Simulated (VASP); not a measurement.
# Sn (Fmmm) in VASP: electric field gradients with r2SCAN

Aim: the electric field gradients of Sn with r2SCAN.

All numbers are computed with VASP 6.6.1; they aren't measurements. Logs are shortened: lines on timing, memory, paths and dates and some standing lists are left out, and cuts for length are marked.

## 1. The cell of the first run

It takes space group Fmmm (No. 69, orthorhombic). Conventional cell: a = 3.789 Å, b = 5.305 Å, c = 5.412 Å, α = 90.00°, β = 90.00°, γ = 90.00°. Within 4.3 Å of Sn (site symmetry mmm) lie 14 Sn at 3.26 to 3.79 Å.

## 2. Electric field gradients, r2SCAN (xy shear strain of -2 %)

The input, POSCAR:

```
Sn
1.0
   -1.9135983374      1.9135983374      1.8946518192
    1.9135983374     -1.9135983374      1.8946518192
    1.8757053010      1.8757053010     -1.8946518192
Sn
1
Direct
    0.0000000000      0.0000000000      0.0000000000
```

The input, INCAR.step1:

```
PREC = Accurate
ENCUT = 520
ISMEAR = -1
SIGMA = 0.08
LREAL = False
LASPH = True
NELM = 100
NBANDS = 13
GGA = PE
ALGO = Normal
EDIFF = 1E-4
LWAVE = True
LCHARG = False
```

The input, INCAR.step2:

```
PREC = Accurate
ENCUT = 520
EDIFF = 1E-8
ISMEAR = -1
SIGMA = 0.08
LREAL = False
LASPH = True
NELM = 100
ALGO = Normal
ISIF = 2
LWAVE = False
LCHARG = False
METAGGA = R2SCAN
LMIXTAU = True
LEFG = True
NBANDS = 13
ISTART = 1
```

The input, KPOINTS:

```
Automatic mesh
0
Gamma
  14 14 14
```

Potentials or basis: VASP PAW PBE potentials, release 64 (Sn_d).

Started as:

```bash
cat potpaw_PBE.64/Sn_d/POTCAR > POTCAR
cp INCAR.step1 INCAR
mpirun -np 1 vasp_std > vasp.out
cp INCAR.step2 INCAR
mpirun -np 1 vasp_std > vasp.out
```

OUTCAR:

```text
PREC = Accurate
   ENCUT = 520
   EDIFF = 1E-8
   ISMEAR = -1
   LREAL = False
   LASPH = True
   NELM = 100
   ISIF = 2
   METAGGA = R2SCAN
   ISTART = 1

 ion  position               nearest neighbor table
   1  0.000  0.000  0.000-

  LATTYP: Found a face centered orthorhombic cell.
 ALAT       =     3.7893036384
 B/A-ratio  =     1.4000714267
 C/A-ratio  =     1.4283556980

  Lattice vectors:

 A1 = (  -0.0378930364,   3.7893036384,   0.0000000000)
 A2 = (  -1.9135983374,   1.9135983374,   1.8946518192)
 A3 = (   1.8757053010,   1.8757053010,   1.8946518192)

Analysis of symmetry for initial positions (statically):
=====================================================================
 Subroutine PRICEL returns:
 Original cell was already a primitive cell.

 Routine SETGRP: Setting up the symmetry group for a
 face centered orthorhombic supercell.

 Subroutine GETGRP returns: Found  8 space group operations
 (whereof  8 operations were pure point group operations)
 out of a pool of  8 trial point group operations.

The static configuration has the point symmetry D_2h.

Analysis of symmetry for dynamics (positions and initial velocities):
=====================================================================
 Subroutine PRICEL returns:
 Original cell was already a primitive cell.

 Routine SETGRP: Setting up the symmetry group for a
 face centered orthorhombic supercell.

 Subroutine GETGRP returns: Found  8 space group operations
 (whereof  8 operations were pure point group operations)
 out of a pool of  8 trial point group operations.

The dynamic configuration has the point symmetry D_2h.

 Subroutine INISYM returns: Found  8 space group operations
 (whereof  8 operations are pure point group operations),
 and found     1 'primitive' translations

----------------------------------------------------------------------------------------

                                     Primitive cell

  volume of cell :      27.2022

  direct lattice vectors                    reciprocal lattice vectors
    -1.913598337  1.913598337  1.894651819     0.002639271  0.263927124  0.263900731
     1.913598337 -1.913598337  1.894651819     0.263927124  0.002639271  0.263900731
     1.875705301  1.875705301 -1.894651819     0.266566395  0.266566395  0.000000000

  length of vectors
     3.303546989  3.303546989  3.259792366     0.373239987  0.373239987  0.376981811

  position of ions in fractional coordinates (direct lattice)
     0.000000000  0.000000000  0.000000000

  ion indices of the primitive-cell ions
   primitive index   ion index
                 1           1

----------------------------------------------------------------------------------------

 KPOINTS: Automatic mesh

Automatic generation of k-mesh.
 Grid dimensions read from file:
 generate k-points for:   14   14   14

 Generating k-lattice:

  Cartesian coordinates                     Fractional coordinates (reciprocal lattice)
     0.000188519  0.018851937  0.018850052     0.071428571 -0.000000000  0.000000000
     0.018851937  0.000188519  0.018850052    -0.000000000  0.071428571  0.000000000
     0.019040457  0.019040457  0.000000000     0.000000000  0.000000000  0.071428571

  Length of vectors
     0.026659999  0.026659999  0.026927272

  Shift w.r.t. Gamma in fractional coordinates (k-lattice)
     0.000000000  0.000000000  0.000000000

 Subroutine IBZKPT returns following result:
 ===========================================

 Found    428 irreducible k-points:

 Following reciprocal coordinates:
            Coordinates               Weight
  0.000000  0.000000  0.000000      1.000000
  0.071429  0.000000  0.000000      8.000000
  0.142857 -0.000000  0.000000      8.000000
  0.214286 -0.000000  0.000000      8.000000
  0.285714 -0.000000  0.000000      8.000000
  0.357143  0.000000  0.000000      8.000000
[... 16 lines left out ...]
  0.214286  0.142857  0.000000      8.000000
  0.285714  0.142857  0.000000      8.000000
 [... further k-points ...]
   k-points           NKPTS =    428   k-points in BZ     NKDIM =    428   number of bands    NBANDS=     13
   number of dos      NEDOS =    301   number of ions     NIONS =      1
   total plane-waves  NPLWV =  18816
   dimension x,y,z NGX =    28 NGY =   28 NGZ =   24
   dimension x,y,z NGXF=    56 NGYF=   56 NGZF=   48
   ions per type =               1
   NGX,Y,Z   is equivalent  to a cutoff of  14.09, 14.09, 12.24 a.u.
   NGXF,Y,Z  is equivalent  to a cutoff of  28.18, 28.18, 24.48 a.u.
 SYSTEM =  unknown system
   PREC   = accura    normal or accurate (medium, high low for compatibility)
   ISTART =      1    job   : 0-new  1-cont  2-samecut
   ICHARG =      0    charge: 1-file 2-atom 10-const
   ISPIN  =      1    spin polarized calculation?
   LNONCOLLINEAR =      F non collinear calculations
   LSORBIT =      F    spin-orbit coupling
   LASPH  =      T    aspherical Exc in radial PAW
   ENCUT  =  520.0 eV  38.22 Ry    6.18 a.u.   6.14  6.14  6.06*2*pi/ulx,y,z
   NELM   =    100;   NELMIN=  2; NELMDL=  0     # of ELM steps
   EDIFF  = 0.1E-07   stopping-criterion for ELM
   LREAL  =      F    real-space projection
   EDIFFG = 0.1E-06   stopping-criterion for IOM
   NSW    =      0    number of steps for IOM
   IBRION =     -1    ionic relax: 0-MD 1-quasi-New 2-CG
   NFREE  =      0    steps in history (QN), initial steepest desc. (CG)
   ISIF   =      2    stress and relaxation
   ISYM   =      2    0-nonsym 1-usesym 2-fastsym
   POTIM  = 0.5000    time-step for ionic-motion
   TEBEG  =    0.0;   TEEND  =   0.0 temperature during run
   PSTRESS=    0.0 pullay stress
   NELECT =      14.0000    total number of electrons
   NUPDOWN=      -1.0000    fix difference up-down
   EMIN   =  10.00;   EMAX   =-10.00  energy-range for DOS
   EFERMI =   0.00;   METHOD = LEGACY
   ISMEAR =    -1;   SIGMA  =   0.08  broadening in eV -4-tet -1-fermi 0-gaus
   EFERMI_NEDOS =   21; number of points for ismear=-14 and -15
   IALGO  =     38    algorithm
   IMIX   =      4    mixing-type and parameters
     AMIX     =   0.40;   BMIX     =  1.00
     AMIX_MAG =   1.60;   BMIX_MAG =  1.00
  volume/ion in A,a.u.               =      27.20       183.57
  Fermi-wavevector in a.u.,A,eV,Ry     =   1.311946  2.479218 23.418374  1.721202
  Thomas-Fermi vector in A             =   2.442372
   LORBIT       =      0    0 simple, 1 ext, 2 COOP (PROOUT), +10 PAW based schemes
   METAGGA = R2SCAN    functional components
   LHFCALC =     F    Hartree Fock is set to
   AEXX    =    0.0000 exact exchange contribution
   IVDW    =     0    specifies the selected vdW correction
   LEPSILON=     F    determine dielectric tensor
   LRPA    =     F    only Hartree local field effects (RPA)
 non-spin polarized calculation
  energy-cutoff  :      520.00
  volume of cell :       27.20
 maximum number of plane-waves:       750
 NGX is ok and might be reduce to    28
   NGX = 13   NGY = 13   NGZ = 13

 number of electron      13.9999999 magnetization

 Free energy of the ion-electron system (eV)
  ---------------------------------------------------
  ext. energy  EPLUGINS =         0.00000000
  ---------------------------------------------------
  free energy    TOTEN  =       -24.50947402 eV

  energy without entropy =      -24.49950353  energy(sigma->0) =      -24.50448877

 E-fermi :   8.0099     XC(G=0): -11.2585

 val. band max:        7.9817582839   @ k =  -0.2857   0.2857   0.3571
 cond. band min:       8.0116481452   @ k =  -0.3571   0.4286   0.2857
 fundamental gap:      0.0298898613
 Fermi energy:         8.0099297604

 k-point     1 :       0.0000    0.0000    0.0000
  band No.  band energies     occupation
      1     -14.2559      2.00000
      2     -14.2469      2.00000
      3     -14.2367      2.00000
      4     -14.0938      2.00000
      5     -14.0929      2.00000
      6      -3.6239      2.00000
      7      16.2377      0.00000
      8      16.4501      0.00000
      9      16.6351      0.00000
     10      20.8207      0.00000
     11      20.9354      0.00000
     12      21.0826      0.00000
     13      21.1538      0.00000
[... 353 lines left out ...]
 k-point    24 :       0.2857    0.1429    0.0000
  band No.  band energies     occupation
      1     -14.2743      2.00000
      2     -14.2114      2.00000
      3     -14.1149      2.00000
      4     -14.1073      2.00000
      5     -14.0501      2.00000
      6      -0.3282      2.00000
      7       6.5046      2.00000
      8      10.0508      0.00000
      9      13.4244      0.00000
     10      17.9785      0.00000
     11      19.8019      0.00000
     12      21.1817      0.00000
     13      25.4461      0.00000

 [... further k-points ...]

------------------------ aborting loop because EDIFF is reached ----------------------------------------

  FORCE on cell =-STRESS in cart. coord.  units (eV):
  Direction    XX          YY          ZZ          XY          YZ          ZX
  --------------------------------------------------------------------------------------
  -------------------------------------------------------------------------------------
  Total       -0.0899617     -0.0899617     -0.0785826      0.1160962     -0.0000000      0.0000000
  in kB       -5.2986311     -5.2986311     -4.6284157      6.8379175     -0.0000000      0.0000000
  external PRESSURE =      -5.0752259 kB  Pullay stress =       0.0000000 kB

 VOLUME and BASIS-vectors are now :
 -----------------------------------------------------------------------------
  energy-cutoff  :      520.00
  volume of cell :       27.20
      direct lattice vectors                 reciprocal lattice vectors
    -1.913598337  1.913598337  1.894651819     0.002639271  0.263927124  0.263900731
     1.913598337 -1.913598337  1.894651819     0.263927124  0.002639271  0.263900731
     1.875705301  1.875705301 -1.894651819     0.266566395  0.266566395  0.000000000

 POSITION                                       TOTAL-FORCE (eV/Angst)
 -----------------------------------------------------------------------------------
      0.00000      0.00000      0.00000        -0.000000      0.000000      0.000000
 -----------------------------------------------------------------------------------
    total drift:                                0.000000      0.000000      0.000000

  FREE ENERGIE OF THE ION-ELECTRON SYSTEM (eV)
  ---------------------------------------------------
  free  energy   TOTEN  =       -24.5094740168 eV

  energy  without entropy=      -24.4995035256  energy(sigma->0) =      -24.50448877

 Electric field gradients (V/A^2)
---------------------------------------------------------------------
 ion       V_xx      V_yy      V_zz      V_xy      V_xz      V_yz
---------------------------------------------------------------------
   1       0.458     0.458    -0.916   -11.117    -0.001    -0.001
---------------------------------------------------------------------

 Electric field gradients after diagonalization (V/A^2)
 (convention: |V_zz| > |V_xx| > |V_yy|)
----------------------------------------------------------------------
 ion       V_xx      V_yy      V_zz     asymmetry (V_yy - V_xx)/ V_zz
----------------------------------------------------------------------
   1     -10.659    -0.916    11.575       0.842
----------------------------------------------------------------------

           NMR quadrupolar parameters

 Cq : quadrupolar parameter    Cq=e*Q*V_zz/h
 eta: asymmetry parameters     (V_yy - V_xx)/ V_zz
 Q  : nuclear electric quadrupole moment in mb (millibarn)
----------------------------------------------------------------------
 ion       Cq(MHz)       eta       Q (mb)
----------------------------------------------------------------------
   1       0.028       0.842       1.000
----------------------------------------------------------------------
```

Wall time 21 min (1 thread of AMD EPYC 7R43 (Zen 3), shared host); peak memory 0.23 GiB.

What came out:

- Free energy: -24.5095 eV
- Pressure: -0.5 GPa
- Band gap on the k mesh: zero (bands 7 and 8 overlap by 10.81 eV)
- Largest electric field gradient by atom: Sn +11.6 V/Å²

Electric field gradients, principal values (V/Å²):
| atom | least | middle | greatest (by size) |
| --- | --- | --- | --- |
| 1 Sn | -0.916 | -10.659 | 11.575 |

Caveat: the cell differs from its parent crystal (xy shear strain of -2 %); without QUAD_EFG the Cq values of the log hold for a quadrupole moment of 1 mb, not for the nuclei; the PAW data sets were made with another functional, which shifts forces and pressure a little; spin-orbit coupling is left out, which moves the levels of the heavy elements.
